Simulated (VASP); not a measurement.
Here is a VASP 6.6.1 calculation.

The input INCAR:

```
SYSTEM = MgS
PREC = Accurate
ENCUT = 520
EDIFF = 1E-7
ISMEAR = 0
SIGMA = 0.05
LREAL = .False.
LASPH = .True.
NELM = 80
ALGO = Normal
ISIF = 2
LWAVE = .False.
LCHARG = .False.
GGA = PE
NBANDS = 11
```

KPOINTS

```
Automatic mesh
0
Gamma
  8 8 8
  0 0 0
```

POSCAR

```
MgS
1.0
    0.0000000000      2.6016500000      2.6016500000
    2.6016500000      0.0000000000      2.6016500000
    2.6016500000      2.6016500000      0.0000000000
Mg S
1 1
Direct
   -0.1189088528      0.0000000000      0.0000000000
    0.5000000000      0.5000000000      0.5000000000
```

Potentials or basis: VASP PAW PBE potentials, release 64 (Mg, S).

Command:

```bash
$ cat potpaw_PBE.64/Mg/POTCAR potpaw_PBE.64/S/POTCAR > POTCAR
$ mpirun -np 1 vasp_std > vasp.out
```

Question: What does it give for the pressure?

Answer: 7.3 GPa.

Question: Predict the largest force.

Answer: 1.550 eV/Å.

Question: Estimate the band gap on the k mesh.

Answer: 2.83 eV, indirect (least direct gap 3.67 eV).

Forces in eV/Å, atoms in the order of the input:
```
Mg   0.000  1.096  1.096
S    0.000 -1.096 -1.096
```

Caveat: the cell differs from its parent crystal (all Mg atoms moved +0.438 Å, as atom 1 towards its neighbour atom 1 (Mg) at 3.679 Å); forces of over 1 eV/Å act on the atoms, so gaps and moduli don't describe the material at rest. A k mesh can miss the band edges.
